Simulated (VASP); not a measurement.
# Al4AsN3: single point with PBE

Crystal: Al4AsN3.

```xyz
8
Lattice="3.2289 0.0000 0.0000 0.0000 3.3687 4.7633 0.0000 -3.3687 4.7633" Properties=species:S:1:pos:R:3 pbc="T T T"
N     0.0000    0.0000    0.0077
N     1.6145   -1.6767    2.3719
N     1.6145    1.6767    2.3719
As    0.0000    0.0000    4.8425
Al    1.6145    0.0000    8.3406
Al    0.0000    1.9080    6.0962
Al    0.0000   -1.9080    6.0962
Al    1.6145    0.0000    3.2161
```

```
Program             : VASP 6.6.1
Task                : single point
Functional          : PBE
Potentials or basis : VASP PAW PBE potentials, release 64 (N, As, Al)
Cutoff              : 520 eV
k mesh              : 8 × 6 × 6
Occupations         : fermi-dirac, width 0.02 eV
Spin                : no spin polarisation
```

| Property | Result |
| --- | --- |
| Pressure | 3.6 GPa |
| Largest force | 0.138 eV/Å |
| Band gap on the k mesh | zero (bands 16 and 17 overlap by 1.30 eV) |

Forces in eV/Å, atoms in the order of the input:
```
N    0.000  0.000 -0.033
N    0.000 -0.136  0.019
N    0.000  0.136  0.019
As   0.000  0.000  0.090
Al   0.000  0.000 -0.041
Al   0.000  0.112  0.038
Al   0.000 -0.112  0.038
Al   0.000  0.000 -0.129
```

Stress tensor (GPa, compression positive):
```
3.26 0.00 0.00
0.00 3.91 0.00
0.00 0.00 3.57
```

Levels at points of the mesh, in eV from the Fermi level:
| k point | band 14 | band 15 | band 16 | band 17 | band 18 | band 19 |
| --- | --- | --- | --- | --- | --- | --- |
| (0.00, 0.00, 0.00) | -1.65 | -1.65 | -1.15 | 0.70 | 1.00 | 2.35 |
| (0.50, 0.00, 0.00) | -4.36 | -3.93 | -1.94 | 1.88 | 3.01 | 3.51 |
| (0.00, 0.50, 0.00) | -3.28 | -1.87 | 0.50 | 0.75 | 2.19 | 3.06 |
| (0.50, 0.50, 0.00) | -3.82 | -3.41 | -2.47 | 0.82 | 2.49 | 2.52 |
| (0.00, 0.50, 0.50) | -3.51 | -2.63 | 0.34 | 1.05 | 2.72 | 3.69 |
| (0.50, 0.50, 0.50) | -2.78 | -2.22 | -1.67 | -0.80 | 0.79 | 1.69 |

Wall time 3.8 min on 1 thread of Intel Xeon 8259CL, with other jobs on the host, peak memory 0.32 GiB.

Caveat: the cell stands under pressure.
